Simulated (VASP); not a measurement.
Wanted: the native input for a VASP 6.6.1 run.

| Item | Value |
| --- | --- |
| Task | relaxation of cell and atoms |
| Functional | LDA |
| Potentials or basis | VASP PAW LDA potentials, release 64 (Hf_pv, Zn) |
| Cutoff | 600 eV |
| k mesh | 8 × 8 × 8 |
| Occupations | fermi-dirac, width 0.1 eV |
| Spin | no spin polarisation |
| Target pressure | 5 GPa |
| Dipole correction | no |
| Further INCAR settings | ALGO = Normal; EDIFF = 1e-06; IBRION = 2; EDIFFG = -0.02; NSW = 80; ISIF = 3 |

The structure of HfZn lies in POSCAR:

```
HfZn
1.0
    3.2751048400      0.0000000000      0.0000000000
    0.0000000000      3.2751048400      0.0000000000
    0.0000000000      0.0000000000      3.2751048400
Hf Zn
1 1
Direct
    0.5000000000      0.5000000000      0.5000000000
    0.0000000000      0.0000000000      0.0000000000
```

The input as run:

INCAR

```
ALGO = Normal
EDIFF = 1E-6
EDIFFG = -0.02
ENCUT = 600
IBRION = 2
ISIF = 3
ISMEAR = -1
LASPH = T
LCHARG = F
LREAL = F
LWAVE = F
NELM = 80
NSW = 80
PREC = Accurate
PSTRESS = 50.0
SIGMA = 0.1
```

KPOINTS

```
k-points
0
Gamma
  8 8 8
```

Potentials or basis: VASP PAW LDA potentials, release 64 (Hf_pv, Zn).

Command:

```console
$ cat potpaw_LDA.64/Hf_pv/POTCAR potpaw_LDA.64/Zn/POTCAR > POTCAR
$ mpirun -np 1 vasp_std > vasp.out
```

It gave:

| Property | Result |
| --- | --- |
| Relaxed volume | 16.19 Å³/atom |
| Relaxed cell | a = 3.187 Å, b = 3.187 Å, c = 3.187 Å, α = 90.00°, β = 90.00°, γ = 90.00° |
| Space group after relaxing (to 0.05 Å) | Pm-3m (No. 221) |
| Energy change on relaxing (the enthalpy is what falls) | -8.1 meV/atom |
| Ionic steps | 4 |
| Pressure after relaxing | 4.9 GPa |
| Band gap on the k mesh | zero (band 11 reaches 5.06 eV, above the bottom of band 12 at 4.39 eV) |

Caveat: the cell is relaxed towards a set pressure, so the enthalpy falls and the energy may rise; spin-orbit coupling is left out, which moves the levels of the heavy elements.

Wall time 29 s on 1 thread of Intel(R) Xeon(R) 6975P-C (Granite Rapids), with other jobs on the host, peak memory 0.16 GiB.
